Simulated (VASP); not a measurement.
## HW8C8Cl: single point with LDA

HW8C8Cl, a slab with vacuum:

```
CELL_PARAMETERS angstrom
5.78680 0.00000 0.00000
-2.89340 5.01152 0.00000
0.00000 0.00000 16.24725
ATOMIC_POSITIONS crystal
W 0.00000 0.00000 0.06155
W 0.00075 0.99907 0.23325
W 0.00000 0.50000 0.06155
W 0.00075 0.50168 0.23325
W 0.50000 0.00000 0.06155
W 0.50895 0.00447 0.23001
W 0.50000 0.50000 0.06155
W 0.50369 0.50184 0.23798
C 0.33611 0.16954 0.14234
C 0.32414 0.14903 0.30966
C 0.33611 0.66657 0.14234
C 0.32414 0.67511 0.30966
C 0.83539 0.16770 0.14038
C 0.84952 0.17476 0.30694
C 0.82909 0.66454 0.14169
C 0.85021 0.67511 0.30260
Cl 0.37065 0.93533 0.38496
H 0.86338 0.18169 0.37406
```

```json
{"Program": "VASP 6.6.1", "Task": "single point", "Functional": "LDA", "Potentials or basis": "VASP PAW LDA potentials, release 64 (W_sv, C, Cl, H)", "Cutoff": "520 eV", "k mesh": "3 × 3 × 1", "Occupations": "gaussian, width 0.05 eV", "Spin": "no spin polarisation"}
```

```yaml
Largest_force: 0.341 eV/Å
Band_gap_on_the_k_mesh: zero (bands 76 and 77 overlap by 0.50 eV)
```

Forces in eV/Å, atoms in the order of the input:
```
W    0.129 -0.002 -0.262
W    0.002  0.030 -0.034
W    0.063  0.113 -0.262
W    0.027 -0.014 -0.034
W   -0.028 -0.016 -0.290
W   -0.002 -0.001 -0.019
W   -0.164 -0.095  0.284
W   -0.016 -0.009  0.002
C    0.000  0.010  0.007
C    0.000  0.004  0.109
C    0.009 -0.005  0.007
C    0.003 -0.002  0.109
C    0.002  0.001  0.005
C   -0.006 -0.003  0.119
C   -0.007 -0.004  0.002
C   -0.002 -0.001  0.167
Cl  -0.012 -0.007  0.054
H    0.002  0.001  0.036
```

Levels at points of the mesh, in eV from the Fermi level:
```
           k point  band 74  band 75  band 76  band 77  band 78  band 79
(0.00, 0.00, 0.00)     0.09     0.13     0.48     0.51     0.54     1.02
```

Run time: 7.2 min on 1 thread of AMD EPYC 9R45 96-Core Processor (Zen 5), with other jobs on the host, peak memory 0.48 GiB.

Caveat: the k points lie up to 0.42 Å⁻¹ apart; there is no dipole correction, which matters where the two faces differ; spin-orbit coupling is left out, which moves the levels of the heavy elements.
